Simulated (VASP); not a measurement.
Set up this calculation in VASP 6.6.1, as the native input.

| Property | Result |
| --- | --- |
| Task | single point |
| Functional | PBE |
| Potentials or basis | VASP PAW PBE potentials, release 64 (Si) |
| Cutoff | 520 eV |
| k mesh | 4 × 4 × 1 |
| Occupations | gaussian, width 0.1 eV |
| Spin | no spin polarisation |
| Dipole correction | yes |
| Further INCAR settings | LREAL = Auto; ALGO = Normal; EDIFF = 1e-06; NBANDS = 63 |

The structure of Si lies in POSCAR:

```
Si
1.0
    7.6805090000      0.0000000000      0.0000000000
    0.0000000000      7.6805090000      0.0000000000
    0.0000000000      0.0000000000     26.7886751213
Si
23
Direct
    0.0000000000      0.2500000000      0.3732920704
    0.0000000000      0.7500000000      0.3732920704
    0.5000000000      0.2500000000      0.3732920704
    0.5000000000      0.7500000000      0.3732920704
    0.0000000000      0.0000000000      0.4239752404
    0.0000000000      0.5000000000      0.4239752404
    0.5000000000      0.0000000000      0.4239752404
    0.5000000000      0.5000000000      0.4239752404
    0.2500000000      0.0000000000      0.4746584104
    0.2500000000      0.5000000000      0.4746584104
    0.7500000000      0.0000000000      0.4746584104
    0.7500000000      0.5000000000      0.4746584104
    0.2464207805      0.2508309596      0.5261223360
    0.2464207805      0.7491690404      0.5261223360
    0.7535792195      0.2508309596      0.5261223360
    0.7535792195      0.7491690404      0.5261223360
    0.0000000000      0.2354616046      0.5795278088
    0.0000000000      0.7645383954      0.5795278088
    0.5000000000      0.1727123534      0.5695322802
    0.5000000000      0.8272876466      0.5695322802
    0.0000000000      0.0000000000      0.6367315787
    0.0000000000      0.5000000000      0.6235924246
    0.5000000000      0.0000000000      0.6407510820
```

This cell differs from its parent crystal: atoms taken out, then relaxed in part.

These files were run (other wordings do the same):

INCAR

```
SYSTEM = Si
ALGO     = Normal         ! electronic algorithm
DIPOL    = 0.5 0.5 0.495
EDIFF    = 1E-6           ! SCF threshold, eV
ENCUT    = 520            ! plane-wave cutoff, eV
GGA      = PE             ! functional
IDIPOL   = 3            
ISIF     = 2              ! what is computed and relaxed
ISMEAR   = 0              ! smearing method
LASPH    = .TRUE.         ! aspherical terms in the spheres
LCHARG   = .FALSE.        ! write CHGCAR
LDIPOL   = .TRUE.       
LREAL    = Auto         
LWAVE    = .FALSE.        ! write WAVECAR
NBANDS   = 63             ! bands
NELM     = 60             ! most SCF steps
PREC     = Accurate       ! precision mode
SIGMA    = 0.1            ! smearing width, eV
```

KPOINTS

```
k-points
0
G
  4 4 1
  0 0 0
```

Potentials or basis: VASP PAW PBE potentials, release 64 (Si).

The run is started by

```sh
$ cat potpaw_PBE.64/Si/POTCAR > POTCAR
$ mpirun -np 1 vasp_std > vasp.out
```

Results of the run:

```yaml
Largest_force: 0.485 eV/Å
Band_gap_on_the_k_mesh: zero (bands 46 and 47 overlap by 0.27 eV)
```

Caveat: the cell differs from its parent crystal (atoms taken out, then relaxed in part).

It took 22 min on 1 thread of Intel(R) Xeon(R) 6975P-C (Granite Rapids), with other jobs on the host, peak memory 1.5 GiB.
